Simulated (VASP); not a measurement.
Crystal: ZnO (zincite).

```
Zn O
1.0
     3.24931    0.00000    0.00000
    -1.62465    2.81398    0.00000
     0.00000    0.00000    5.20571
Zn O
2 2
Direct
  0.66667 0.33333 0.00000
  0.33333 0.66667 0.50000
  0.33333 0.66667 0.87901
  0.66667 0.33333 0.37901
```

- Program: VASP 6.6.1
- Task: relaxation of cell and atoms
- Functional: BLYP
- Dispersion: D3(BJ)
- Potentials or basis: VASP PAW PBE potentials, release 64 (Zn, O)
- Cutoff: 600 eV
- k mesh: 9 × 9 × 5
- Occupations: fermi-dirac, width 0.05 eV
- Spin: no spin polarisation

At the start: pressure 3.7 GPa; volume 11.90 Å³/atom.

Task: Where does the relaxation end?

Result: Over 9 steps the energy falls by 4.1 meV/atom and the volume is 12.22 Å³/atom (+2.7 %); space group P6_3mc (No. 186, to 0.05 Å).

Step by step:
| step | energy change (eV) | largest force (eV/Å) | pressure (GPa) | volume (Å³) |
| --- | --- | --- | --- | --- |
| 1 | 0.0000 | 0.0676 | 3.73 | 47.60 |
| 2 | -0.0122 | 0.0494 | -1.78 | 49.53 |
| 3 | -0.0160 | 0.0179 | -0.05 | 48.88 |
| 4 | -0.0160 | 0.0162 | -0.02 | 48.86 |
| 5 | -0.0161 | 0.0217 | 0.04 | 48.84 |
| 6 | -0.0162 | 0.0311 | 0.12 | 48.81 |
| 7 | -0.0164 | 0.0209 | 0.03 | 48.84 |
| 8 | -0.0164 | 0.0127 | -0.02 | 48.86 |
| 9 | -0.0164 | 0.0039 | -0.12 | 48.90 |

Final structure:
```
Zn O
1.0
     3.26541    0.00000    0.00000
    -1.63270    2.82793    0.00000
     0.00000    0.00000    5.29516
Zn O
2 2
Direct
  0.66667 0.33333 0.00077
  0.33333 0.66667 0.50077
  0.33333 0.66667 0.87824
  0.66667 0.33333 0.37824
```

Caveat: the PAW data sets were made with another functional, which shifts forces and pressure a little.
